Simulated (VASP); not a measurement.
Write the native input for VASP 6.6.1 that does the following.

* Task: relaxation of cell and atoms
* Functional: PBEsol
* Potentials or basis: VASP PAW PBE potentials, release 64 (Co_sv)
* Cutoff: 690 eV
* k mesh: 14 × 14 × 14
* Occupations: fermi-dirac, width 0.1 eV
* Spin: no spin polarisation
* Dipole correction: no
* Further INCAR settings: ALGO = Normal; EDIFF = 1e-07; IBRION = 2; EDIFFG = -0.01; NSW = 80; ISIF = 3

The structure of Co lies in POSCAR:

```
Co
1.0
    2.2868488050      0.0000000000      0.0000000000
    0.0000000000      2.2868488050      0.0000000000
    0.0000000000      0.0000000000      2.2868488050
Co
1
Direct
    0.0000000000      0.0000000000      0.0000000000
```

This isn't the form of Co at room conditions, which is hcp.

These files were run (other wordings do the same):

INCAR

```
ALGO = Normal ; EDIFF = 1E-7
EDIFFG = -0.01 ; ENCUT = 690
GGA = PS ; GGA_COMPAT = F
IBRION = 2 ; ISIF = 3
ISMEAR = -1 ; LASPH = T
LCHARG = F ; LREAL = F
LWAVE = F ; NELM = 120
NELMIN = 4 ; NSW = 80
PREC = Accurate ; SIGMA = 0.1
```

KPOINTS

```
k-points
0
Gamma
  14 14 14
```

Potentials or basis: VASP PAW PBE potentials, release 64 (Co_sv).

Launch:

```console
$ cat potpaw_PBE.64/Co_sv/POTCAR > POTCAR
$ mpirun -np 1 vasp_std > vasp.out
```

It gave:

* Relaxed volume: 11.36 Å³/atom
* Relaxed cell: a = 2.248 Å, b = 2.248 Å, c = 2.248 Å, α = 90.00°, β = 90.00°, γ = 90.00°
* Space group after relaxing (to 0.1 Å): Pm-3m (No. 221)
* Energy gained by relaxing: 19.9 meV/atom
* Ionic steps: 3
* Pressure after relaxing: -0.1 GPa
* Band gap on the k mesh: zero (an odd number of electrons rules out a gap without spin polarisation)

Caveat: the PAW data sets were made with another functional, which shifts forces and pressure a little; the run has no spin polarisation, though such a crystal can be magnetic.

It took 30 s on 1 thread of Intel(R) Xeon(R) Platinum 8488C (Sapphire Rapids) (shared host), peak memory 0.15 GiB.
